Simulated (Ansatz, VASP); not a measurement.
WSe2 in VASP and in Ansatz

The input INCAR:

```
ALGO = Normal
DIPOL = 0.5 0.5 0.500
EDIFF = 1E-7
ENCUT = 520
GGA = PE
IDIPOL = 3
ISIF = 2
ISMEAR = 0
LASPH = T
LCHARG = F
LDIPOL = T
LREAL = F
LWAVE = F
NBANDS = 64
NELM = 100
PREC = Accurate
SIGMA = 0.05
```

File KPOINTS:

```
k-points
0
Gamma
  9 9 1
```

Contents of POSCAR:

```
WSe2
1.0
    3.3209868302      0.0000000000      0.0000000000
   -1.6604934151      2.8760589606      0.0000000000
    0.0000000000      0.0000000000     40.9217738089
Se W
8 4
Direct
    0.3333333333      0.6666666667      0.1832765128
    0.3333333333      0.6666666667      0.2652882930
    0.6666666667      0.3333333333      0.3670882442
    0.6666666667      0.3333333333      0.4491000244
    0.3333333333      0.6666666667      0.5508999756
    0.3333333333      0.6666666667      0.6329117558
    0.6666666667      0.3333333333      0.7347117070
    0.6666666667      0.3333333333      0.8167234872
    0.6666666667      0.3333333333      0.2242824029
    0.3333333333      0.6666666667      0.4080941343
    0.6666666667      0.3333333333      0.5919058657
    0.3333333333      0.6666666667      0.7757175971
```

Input for Ansatz:

```yaml
crystal:
  lattice:
    - [3.3209868302, 0.0, 0.0]
    - [-1.6604934151, 2.8760589606, 0.0]
    - [0.0, 0.0, 40.9217738089]
  atoms:
    - { symbol: Se, position: [0.3333333333, 0.6666666667, 0.1832765128] }
    - { symbol: W, position: [0.6666666667, 0.3333333333, 0.2242824029] }
    - { symbol: Se, position: [0.3333333333, 0.6666666667, 0.265288293] }
    - { symbol: Se, position: [0.6666666667, 0.3333333333, 0.3670882442] }
    - { symbol: W, position: [0.3333333333, 0.6666666667, 0.4080941343] }
    - { symbol: Se, position: [0.6666666667, 0.3333333333, 0.4491000244] }
    - { symbol: Se, position: [0.3333333333, 0.6666666667, 0.5508999756] }
    - { symbol: W, position: [0.6666666667, 0.3333333333, 0.5919058657] }
    - { symbol: Se, position: [0.3333333333, 0.6666666667, 0.6329117558] }
    - { symbol: Se, position: [0.6666666667, 0.3333333333, 0.734711707] }
    - { symbol: W, position: [0.3333333333, 0.6666666667, 0.7757175971] }
    - { symbol: Se, position: [0.6666666667, 0.3333333333, 0.8167234872] }
basis:
  ecutwfc: 420
kpoints:
  mp_grid: { grid: [9, 9, 1] }
hamiltonian:
  xc: pbe
scf:
  occupations: { method: gaussian, width: 0.05 }
output:
  forces: true
  stress: true
  eigenvalues: true
  write_density: true
  write_potential: true
  elf: true
  volumetric_format: npy
efield:
  axis: 3
  dipole_correction: true
  ramp_width: 0.04
```

Alike in both runs: task single point; functional PBE; k mesh 9 × 9 × 1; occupations gaussian, width 0.05 eV; no spin polarisation.

|  | VASP | Ansatz |
| --- | --- | --- |
| version | VASP 6.6.1 | Ansatz 0.2.0 |
| potentials or method | VASP PAW PBE potentials, release 64 (Se, W_sv), cutoff 520 eV | scalar-relativistic, plane waves, PAW |
| valence electrons in the cell | 104 | 184 |

```csv
,VASP,Ansatz,Ansatz less VASP
gap on the k mesh at the Fermi level (eV),1.52,1.53,+0.003
least direct gap on the mesh (eV),1.52,1.53,+0.003
rms of the force components (eV/Å),0.021,0.001,-0.0201
```

With one functional, cell and mesh, what is left measures potentials, basis and numerics. VASP's potentials hold 104 valence electrons a cell and Ansatz's 184, so a difference there can come from the potentials and not from the codes.

Spin-orbit coupling is off throughout.
